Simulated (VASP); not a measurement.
InSe: electric field gradients with PBEsol

**The experiment to reproduce.**

From “The Interaction of Hydrogen with the van der Waals Crystal γ-InSe”, 2020, pmc:7321205, for a bulk crystal of InSe at 300 K: band gap 1.25 eV.

Crystal: InSe.

```
In Se
1.0
     2.00000    1.15470    8.31667
    -2.00000    1.15470    8.31667
     0.00000   -2.30940    8.31667
In Se
2 2
Direct
  0.00000 0.00000 0.00000
  0.11220 0.11220 0.11220
  0.61550 0.61550 0.61550
  0.83000 0.83000 0.83000
```

| Property | Result |
| --- | --- |
| Program | VASP 6.6.1 |
| Task | electric field gradients |
| Functional | PBEsol |
| Potentials or basis | VASP PAW PBE potentials, release 64 (In_d, Se) |
| Cutoff | 520 eV |
| k mesh | 7 × 7 × 7 |
| Occupations | fermi-dirac, width 0.01 eV |
| Spin | no spin polarisation |
| Dipole correction | no |
| Further INCAR settings | ALGO = Normal; EDIFF = 1e-08; NBANDS = 27 |

```
Pressure                                : 0.3 GPa
Largest force                           : 0.172 eV/Å
Band gap on the k mesh                  : 0.66 eV (least direct gap 0.69 eV)
Largest electric field gradient by atom : In -102.9, -103.1; Se -57.4, -61.5 V/Å²
```

Forces on the atoms (eV/Å):
```
In   0.000  0.000  0.172
In   0.000  0.000 -0.171
Se   0.000  0.000 -0.028
Se   0.000  0.000  0.027
```

Stress tensor (GPa, compression positive):
```
 0.51  0.00  0.00
 0.00  0.51  0.00
 0.00  0.00 -0.08
```

Levels at points of the mesh, in eV from the valence-band top:
```
           k point  band 15  band 16  band 17  band 18  band 19  band 20  band 21  band 22  band 23  band 24
(0.00, 0.00, 0.00)    -1.48    -1.20    -1.20    -1.06    -1.06     1.86     2.14     4.47     4.47     5.20
```

Electric field gradients, principal values (V/Å²):
```tsv
atom	least	middle	greatest (by size)
1 In	51.432	51.432	-102.864
2 In	51.536	51.536	-103.072
3 Se	28.724	28.724	-57.447
4 Se	30.759	30.759	-61.519
```

Run time: 8.1 min on 1 thread of Intel(R) Xeon(R) Platinum 8259CL CPU @ 2.50GHz (Skylake/Cascade Lake), on a shared host, peak memory 0.59 GiB.

A measured gap of InSe is 1.25 eV (300 K; “The Interaction of Hydrogen with the van der Waals Crystal γ-InSe”, 2020, pmc:7321205); the calculated 0.66 eV misses it by -0.59 eV. Spin-orbit coupling on In, Se is left out. The value is that of PBEsol on a finite k mesh, which can miss the band edges, without temperature or zero-point motion. Semilocal functionals fall short of measured gaps as a rule.

Caveat: without QUAD_EFG the Cq values of the log hold for a quadrupole moment of 1 mb, not for the nuclei; the PAW data sets were made with another functional, which shifts forces and pressure a little; spin-orbit coupling is left out, which moves the levels of the heavy elements; an odd mesh through Γ misses points on the zone boundary, where band edges can lie.
